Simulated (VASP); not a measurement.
# PC (P-6m2) in VASP: a series of runs

The runs below take PC through single point, with PBE.

All numbers are computed with VASP 6.6.1; they aren't measurements. Logs are shortened: lines on timing, memory, paths and dates and some standing lists are left out, and cuts for length are marked.

## 1. The cell of the first run

Symmetry: P-6m2, No. 187, hexagonal system. Conventional cell: a = 2.793 Å, b = 2.793 Å, c = 2.669 Å, α = 90.00°, β = 90.00°, γ = 120.00°. P (site symmetry -6m2) has 6 C at 2.09 Å and 8 P at 2.67 to 2.79 Å within 2.8 Å. C (site symmetry -6m2) has 6 P at 2.09 Å and 8 C at 2.67 to 2.79 Å within 2.8 Å.

## 2. Single point, PBE

INCAR reads:

```
SYSTEM = PC
PREC = Accurate ; ENCUT = 600
EDIFF = 1E-6 ; ISMEAR = 0
SIGMA = 0.2 ; LREAL = .False.
LASPH = .True. ; NELM = 120
ALGO = Normal ; ISIF = 2
LWAVE = .False. ; LCHARG = .False.
GGA = PE ; NBANDS = 12
GGA_COMPAT = .False.
```

KPOINTS reads:

```
Automatic mesh
0
Gamma
  8 8 4
  0 0 0
```

POSCAR reads:

```
PC
1.0
    2.7931897838      0.0000000027      0.0000000000
   -1.3965948943      2.4189733090      0.0000000000
    0.0000000000      0.0000000000      2.6686675761
P C
1 1
Direct
    0.6666666667      0.3333333333      0.0000000000
    0.0000000000      0.0000000000      0.5000000000
```

Potentials or basis: VASP PAW PBE potentials, release 64 (P, C).

Launch:

```sh
$ cat potpaw_PBE.64/P/POTCAR potpaw_PBE.64/C/POTCAR > POTCAR
$ mpirun -np 1 vasp_std > vasp.out
```

OUTCAR:

```text
SYSTEM = PC
   PREC = Accurate
   ENCUT = 600
   EDIFF = 1E-6
   ISMEAR = 0
   LREAL = .False.
   LASPH = .True.
   NELM = 120
   ISIF = 2
   GGA = PE

 ion  position               nearest neighbor table
   1  0.667  0.333  0.000-   2 2.09   2 2.09   2 2.09   2 2.09   2 2.09   2 2.09
   2  0.000  0.000  0.500-   1 2.09   1 2.09   1 2.09   1 2.09   1 2.09   1 2.09

  LATTYP: Found a hexagonal cell.
 ALAT       =     2.7931897838
 C/A-ratio  =     0.9554193530

  Lattice vectors:

 A1 = (   2.7931897838,   0.0000000027,   0.0000000000)
 A2 = (  -1.3965948943,   2.4189733090,   0.0000000000)
 A3 = (   0.0000000000,   0.0000000000,   2.6686675761)

Analysis of symmetry for initial positions (statically):
=====================================================================
 Subroutine PRICEL returns:
 Original cell was already a primitive cell.

 Routine SETGRP: Setting up the symmetry group for a
 hexagonal supercell.

 Subroutine GETGRP returns: Found 12 space group operations
 (whereof 12 operations were pure point group operations)
 out of a pool of 24 trial point group operations.

The static configuration has the point symmetry D_3h.

Analysis of symmetry for dynamics (positions and initial velocities):
=====================================================================
 Subroutine PRICEL returns:
 Original cell was already a primitive cell.

 Routine SETGRP: Setting up the symmetry group for a
 hexagonal supercell.

 Subroutine GETGRP returns: Found 12 space group operations
 (whereof 12 operations were pure point group operations)
 out of a pool of 24 trial point group operations.

The dynamic configuration has the point symmetry D_3h.

 Subroutine INISYM returns: Found 12 space group operations
 (whereof 12 operations are pure point group operations),
 and found     1 'primitive' translations

----------------------------------------------------------------------------------------

                                     Primitive cell

  volume of cell :      18.0313

  direct lattice vectors                    reciprocal lattice vectors
     2.793189784  0.000000003  0.000000000     0.358013625  0.206699263  0.000000000
    -1.396594894  2.418973309  0.000000000    -0.000000000  0.413398526  0.000000000
     0.000000000  0.000000000  2.668667576     0.000000000  0.000000000  0.374718833

  length of vectors
     2.793189784  2.793189784  2.668667576     0.413398526  0.413398526  0.374718833

  position of ions in fractional coordinates (direct lattice)
     0.666666667  0.333333333  0.000000000
     0.000000000  0.000000000  0.500000000

  ion indices of the primitive-cell ions
   primitive index   ion index
                 1           1
                 2           2

----------------------------------------------------------------------------------------

 KPOINTS: Automatic mesh

Automatic generation of k-mesh.
 Grid dimensions read from file:
 generate k-points for:    8    8    4

 Generating k-lattice:

  Cartesian coordinates                     Fractional coordinates (reciprocal lattice)
     0.044751703  0.025837408  0.000000000     0.125000000  0.000000000  0.000000000
    -0.000000000  0.051674816  0.000000000     0.000000000  0.125000000  0.000000000
     0.000000000  0.000000000  0.093679708     0.000000000  0.000000000  0.250000000

  Length of vectors
     0.051674816  0.051674816  0.093679708

  Shift w.r.t. Gamma in fractional coordinates (k-lattice)
     0.000000000  0.000000000  0.000000000

 Subroutine IBZKPT returns following result:
 ===========================================

 Found     30 irreducible k-points:

 Following reciprocal coordinates:
            Coordinates               Weight
  0.000000  0.000000  0.000000      1.000000
  0.125000 -0.000000  0.000000      6.000000
  0.250000 -0.000000  0.000000      6.000000
  0.375000 -0.000000  0.000000      6.000000
  0.500000 -0.000000  0.000000      3.000000
  0.125000  0.125000  0.000000      6.000000
[... 16 lines left out ...]
  0.250000 -0.000000  0.500000      6.000000
  0.375000 -0.000000  0.500000      6.000000
 [... further k-points ...]
   k-points           NKPTS =     30   k-points in BZ     NKDIM =     30   number of bands    NBANDS=     12
   number of dos      NEDOS =    301   number of ions     NIONS =      2
   total plane-waves  NPLWV =  13824
   dimension x,y,z NGX =    24 NGY =   24 NGZ =   24
   dimension x,y,z NGXF=    48 NGYF=   48 NGZF=   48
   ions per type =               1   1
   NGX,Y,Z   is equivalent  to a cutoff of  14.28, 14.28, 14.95 a.u.
   NGXF,Y,Z  is equivalent  to a cutoff of  28.57, 28.57, 29.90 a.u.
 SYSTEM =  PC
   PREC   = accura    normal or accurate (medium, high low for compatibility)
   ISTART =      0    job   : 0-new  1-cont  2-samecut
   ICHARG =      2    charge: 1-file 2-atom 10-const
   ISPIN  =      1    spin polarized calculation?
   LNONCOLLINEAR =      F non collinear calculations
   LSORBIT =      F    spin-orbit coupling
   LASPH  =      T    aspherical Exc in radial PAW
   ENCUT  =  600.0 eV  44.10 Ry    6.64 a.u.   5.58  5.58  5.33*2*pi/ulx,y,z
   NELM   =    120;   NELMIN=  2; NELMDL= -5     # of ELM steps
   EDIFF  = 0.1E-05   stopping-criterion for ELM
   LREAL  =      F    real-space projection
   EDIFFG = 0.1E-04   stopping-criterion for IOM
   NSW    =      0    number of steps for IOM
   IBRION =     -1    ionic relax: 0-MD 1-quasi-New 2-CG
   NFREE  =      0    steps in history (QN), initial steepest desc. (CG)
   ISIF   =      2    stress and relaxation
   ISYM   =      2    0-nonsym 1-usesym 2-fastsym
   POTIM  = 0.5000    time-step for ionic-motion
   TEBEG  =    0.0;   TEEND  =   0.0 temperature during run
   PSTRESS=    0.0 pullay stress
   NELECT =       9.0000    total number of electrons
   NUPDOWN=      -1.0000    fix difference up-down
   EMIN   =  10.00;   EMAX   =-10.00  energy-range for DOS
   EFERMI =   0.00;   METHOD = LEGACY
   ISMEAR =     0;   SIGMA  =   0.20  broadening in eV -4-tet -1-fermi 0-gaus
   EFERMI_NEDOS =   21; number of points for ismear=-14 and -15
   IALGO  =     38    algorithm
   IMIX   =      4    mixing-type and parameters
     AMIX     =   0.40;   BMIX     =  1.00
     AMIX_MAG =   1.60;   BMIX_MAG =  1.00
  volume/ion in A,a.u.               =       9.02        60.84
  Fermi-wavevector in a.u.,A,eV,Ry     =   1.298615  2.454026 22.944869  1.686400
  Thomas-Fermi vector in A             =   2.429932
   LORBIT       =      0    0 simple, 1 ext, 2 COOP (PROOUT), +10 PAW based schemes
   GGA     = PE    functional components
   LHFCALC =     F    Hartree Fock is set to
   AEXX    =    0.0000 exact exchange contribution
   IVDW    =     0    specifies the selected vdW correction
   LEPSILON=     F    determine dielectric tensor
   LRPA    =     F    only Hartree local field effects (RPA)
 non-spin polarized calculation
 Gauss-broadening in eV      SIGMA  =   0.20
  energy-cutoff  :      600.00
  volume of cell :       18.03
 maximum number of plane-waves:       613
 NGX is ok and might be reduce to    24
   NGX = 11   NGY = 11   NGZ = 11

 number of electron       8.9999999 magnetization

 Free energy of the ion-electron system (eV)
  ---------------------------------------------------
  ext. energy  EPLUGINS =         0.00000000
  ---------------------------------------------------
  free energy    TOTEN  =       -11.38613820 eV

  energy without entropy =      -11.37711255  energy(sigma->0) =      -11.38162538

 E-fermi :  11.3041     XC(G=0): -12.6035

 val. band max:       11.1614365222   @ k =   0.1250   0.1250   0.5000
 cond. band min:      11.3625431516   @ k =   0.2500  -0.0000   0.5000
 fundamental gap:      0.2011066294
 Fermi energy:        11.3041389536

 k-point     1 :       0.0000    0.0000    0.0000
  band No.  band energies     occupation
      1      -7.8575      2.00000
      2       8.0964      2.00000
      3      10.1733      2.00000
      4      10.1733      2.00000
      5      11.9703      0.00000
      6      16.1114      0.00000
      7      16.1114      0.00000
      8      16.8417      0.00000
      9      23.1463      0.00000
     10      24.6046      0.00000
     11      27.9303      0.00000
     12      27.9303      0.00000

 k-point     2 :       0.1250   -0.0000    0.0000
  band No.  band energies     occupation
      1      -7.5069      2.00000
      2       7.9568      2.00000
      3       8.3830      2.00000
      4       9.4937      2.00000
      5      12.5000      0.00000
      6      15.2298      0.00000
      7      17.1854      0.00000
      8      18.7504      0.00000
      9      22.0503      0.00000
     10      24.9066      0.00000
     11      27.9037      0.00000
     12      28.8155      0.00000

 k-point     3 :       0.2500   -0.0000    0.0000
  band No.  band energies     occupation
      1      -6.4663      2.00000
      2       4.4050      2.00000
      3       8.3498      2.00000
      4       9.2037      2.00000
      5      12.6605      0.00000
      6      14.7686      0.00000
      7      19.2245      0.00000
      8      19.7040      0.00000
      9      21.1356      0.00000
     10      24.3395      0.00000
     11      28.3358      0.00000
     12      29.0348      0.00000

 k-point     4 :       0.3750   -0.0000    0.0000
  band No.  band energies     occupation
      1      -4.7953      2.00000
      2       1.0203      2.00000
      3       7.5217      2.00000
      4      10.3639      2.00000
      5      12.1506      0.00000
      6      15.7882      0.00000
      7      17.3353      0.00000
      8      20.1551      0.00000
      9      20.7023      0.00000
     10      26.3529      0.00000
     11      28.2179      0.00000
     12      28.9513      0.00000

 k-point     5 :       0.5000   -0.0000    0.0000
  band No.  band energies     occupation
      1      -3.2192      2.00000
      2      -1.1508      2.00000
      3       7.2304      2.00000
      4      11.0862      1.87676
      5      11.8966      0.00003
      6      16.1697      0.00000
      7      16.9807      0.00000
      8      18.6779      0.00000
      9      21.1398      0.00000
     10      27.9240      0.00000
     11      27.9442      0.00000
     12      28.6092      0.00000
[... 228 lines left out ...]
      1      -3.2715      2.00000
      2      -3.0825      2.00000
      3      12.5224      0.00000
      4      12.5224      0.00000
      5      16.3980      0.00000
      6      16.3980      0.00000
      7      17.4957      0.00000
      8      18.0070      0.00000
      9      22.1273      0.00000
     10      22.1273      0.00000
     11      24.1016      0.00000
     12      24.1016      0.00000

 k-point    22 :       0.1250   -0.0000    0.5000
  band No.  band energies     occupation
      1      -2.9081      2.00000
      2      -2.7630      2.00000
      3      10.9863      1.97539
      4      12.1401      0.00000
      5      13.4952      0.00000
      6      15.6073      0.00000
      7      17.7236      0.00000
      8      18.4769      0.00000
      9      23.5472      0.00000
     10      23.5858      0.00000
     11      23.8048      0.00000
     12      25.0834      0.00000

 k-point    23 :       0.2500   -0.0000    0.5000
  band No.  band energies     occupation
      1      -1.8304      2.00000
      2      -1.8180      2.00000
      3       8.0664      2.00000
      4       9.5873      2.00000
      5      11.3625      0.67962
      6      14.3601      0.00000
      7      16.7450      0.00000
      8      18.1899      0.00000
      9      24.9347      0.00000
     10      25.9175      0.00000
     11      26.7937      0.00000
     12      27.5569      0.00000

 k-point    24 :       0.3750   -0.0000    0.5000
  band No.  band energies     occupation
      1      -0.3220      2.00000
      2      -0.1057      2.00000
      3       5.1314      2.00000
      4       6.0139      2.00000
      5      10.7207      1.99996
      6      13.4905      0.00000
      7      15.9116      0.00000
      8      17.5201      0.00000
      9      26.8045      0.00000
     10      27.6218      0.00000
     11      30.5164      0.00000
     12      30.6642      0.00000

 [... further k-points ...]
[... 5 lines left out ...]
  --------------------------------------------------------------------------------------
  -------------------------------------------------------------------------------------
  Total       -0.0787704     -0.0787704     -0.0373523      0.0000000     -0.0000000      0.0000000
  in kB       -6.9991844     -6.9991844     -3.3189607      0.0000000     -0.0000000      0.0000000
  external PRESSURE =      -5.7724432 kB  Pullay stress =       0.0000000 kB

 VOLUME and BASIS-vectors are now :
 -----------------------------------------------------------------------------
  energy-cutoff  :      600.00
  volume of cell :       18.03
      direct lattice vectors                 reciprocal lattice vectors
     2.793189784  0.000000003  0.000000000     0.358013625  0.206699263  0.000000000
    -1.396594894  2.418973309  0.000000000    -0.000000000  0.413398526  0.000000000
     0.000000000  0.000000000  2.668667576     0.000000000  0.000000000  0.374718833

 POSITION                                       TOTAL-FORCE (eV/Angst)
 -----------------------------------------------------------------------------------
      1.39659      0.80632      0.00000        -0.000000      0.000000      0.000000
      0.00000      0.00000      1.33433         0.000000     -0.000000      0.000000
 -----------------------------------------------------------------------------------
    total drift:                               -0.000000      0.000000     -0.000000

  FREE ENERGIE OF THE ION-ELECTRON SYSTEM (eV)
  ---------------------------------------------------
  free  energy   TOTEN  =       -11.3861382028 eV

  energy  without entropy=      -11.3771125481  energy(sigma->0) =      -11.38162538
```

Wall time 8.4 s (1 thread of AMD EPYC 7R43 (Zen 3), shared host); peak memory 0.1 GiB.

What came out:

* Free energy: -11.3861 eV
* Pressure: -0.6 GPa

Levels at points of the mesh, in eV from the Fermi level:
```tsv
k point	band 1	band 2	band 3	band 4	band 5	band 6	band 7	band 8
(0.00, 0.00, 0.00)	-19.16	-3.21	-1.13	-1.13	0.67	4.81	4.81	5.54
(0.50, 0.00, 0.00)	-14.52	-12.45	-4.07	-0.22	0.59	4.87	5.68	7.37
(0.00, 0.00, 0.50)	-14.58	-14.39	1.22	1.22	5.09	5.09	6.19	6.70
(0.50, 0.00, 0.50)	-10.32	-9.82	-7.99	-7.52	-0.82	1.88	4.31	5.95
```

Caveat: the k points lie up to 0.59 Å⁻¹ apart.

## 3. Single point, PBE

INCAR reads:

```
  PREC = Accurate
  ENCUT = 600
  EDIFF = 1E-6
  ISMEAR = 0
  SIGMA = 0.2
  LREAL = F
  LASPH = T
  NELM = 120
  ALGO = Normal
  ISIF = 2
  LWAVE = F
  LCHARG = T
  GGA = PE
  LELF = T
  LVHAR = T
  NBANDS = 12
  GGA_COMPAT = F
```

KPOINTS reads:

```
Automatic mesh
0
Gamma
  8 8 4
```

POSCAR reads:

```
PC
1.0
    2.7935584269     -0.0000000027      0.0000000000
   -1.3967792111      2.4192925660      0.0000000000
    0.0000000000      0.0000000000      2.6686778040
P C
1 1
Direct
    0.0000000000      0.0000000000      0.0000000000
    0.6666666667      0.3333333333      0.5000000000
```

Potentials or basis: VASP PAW PBE potentials, release 64 (P, C).

Launch:

```sh
$ cat potpaw_PBE.64/P/POTCAR potpaw_PBE.64/C/POTCAR > POTCAR
$ mpirun -np 1 vasp_std > vasp.out
```

Wall time 8.5 s (1 thread of AMD EPYC 7R43 (Zen 3), shared host); peak memory 0.1 GiB.

Results (log left out):

```yaml
Free_energy: -11.3861 eV
Pressure: -0.6 GPa
```

Stress tensor (GPa, compression positive):
```
-0.78  0.00  0.00
 0.00 -0.78  0.00
 0.00  0.00 -0.31
```

Levels at points of the mesh, in eV from the Fermi level:
| k point | band 1 | band 2 | band 3 | band 4 | band 5 | band 6 | band 7 | band 8 | band 9 |
| --- | --- | --- | --- | --- | --- | --- | --- | --- | --- |
| (0.00, 0.00, 0.00) | -19.16 | -3.20 | -1.13 | -1.13 | 0.67 | 4.80 | 4.80 | 5.54 | 11.84 |
| (0.50, 0.00, 0.00) | -14.52 | -12.45 | -4.07 | -0.22 | 0.59 | 4.87 | 5.68 | 7.37 | 9.83 |
| (0.00, 0.00, 0.50) | -14.57 | -14.38 | 1.22 | 1.22 | 5.09 | 5.09 | 6.19 | 6.70 | 10.82 |
| (0.50, 0.00, 0.50) | -10.32 | -9.81 | -7.99 | -7.52 | -0.82 | 1.88 | 4.31 | 5.94 | 16.39 |

Caveat: the k points lie up to 0.59 Å⁻¹ apart.
